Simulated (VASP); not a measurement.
LaNb2O2:

```xyz
5
Lattice="3.1097 0.0000 0.0000 0.0000 5.7866 0.0000 0.0000 0.0000 6.5813" Properties=species:S:1:pos:R:3 pbc="T T T"
La    1.5549    0.0000    0.0000
Nb    1.5549    4.7269    3.2907
Nb    1.5549    1.0597    3.2907
O     1.5549    2.8933    3.2907
O     0.0000    2.8933    0.0000
```

- Program: VASP 6.6.1
- Task: relaxation of cell and atoms
- Functional: PBE
- Potentials or basis: VASP PAW PBE potentials, release 64 (La, Nb_sv, O)
- Cutoff: 600 eV
- k mesh: 6 × 4 × 4
- Occupations: gaussian, width 0.1 eV
- Spin: no spin polarisation

At the start: pressure -0.1 GPa; volume 23.69 Å³/atom.

**Question.** How do energy, volume and symmetry change on relaxing?

**Answer.** Over 6 steps the energy falls by 2.3 meV/atom and the volume is 23.38 Å³/atom (-1.3 %); space group Pmmm (No. 47, to 0.05 Å).

The path:
| step | energy change (eV) | largest force (eV/Å) | pressure (GPa) | volume (Å³) |
| --- | --- | --- | --- | --- |
| 1 | 0.0000 | 0.5029 | -0.12 | 118.43 |
| 2 | 0.0059 | 0.8597 | 0.17 | 118.11 |
| 3 | -0.0069 | 0.0747 | -0.04 | 118.30 |
| 4 | -0.0094 | 0.0162 | -0.69 | 118.13 |
| 5 | -0.0096 | 0.0294 | -0.56 | 118.17 |
| 6 | -0.0116 | 0.0055 | 0.00 | 116.90 |

Final structure:
```cif
data_structure
_symmetry_space_group_name_H-M 'P 1'
_symmetry_Int_Tables_number 1
_cell_length_a 3.1153
_cell_length_b 5.7955
_cell_length_c 6.4749
_cell_angle_alpha 90.000
_cell_angle_beta 90.000
_cell_angle_gamma 90.000
_cell_volume 116.90
loop_
_atom_site_label
_atom_site_type_symbol
_atom_site_fract_x
_atom_site_fract_y
_atom_site_fract_z
_atom_site_occupancy
La1 La 0.50000 0.00000 0.00000 1
Nb1 Nb 0.50000 0.81481 0.50000 1
Nb2 Nb 0.50000 0.18519 0.50000 1
O1 O 0.50000 0.50000 0.50000 1
O2 O 0.00000 0.50000 0.00000 1
```

Caveat: an odd number of electrons without spin polarisation forces a metal; a magnetic or distorted state may lie lower.
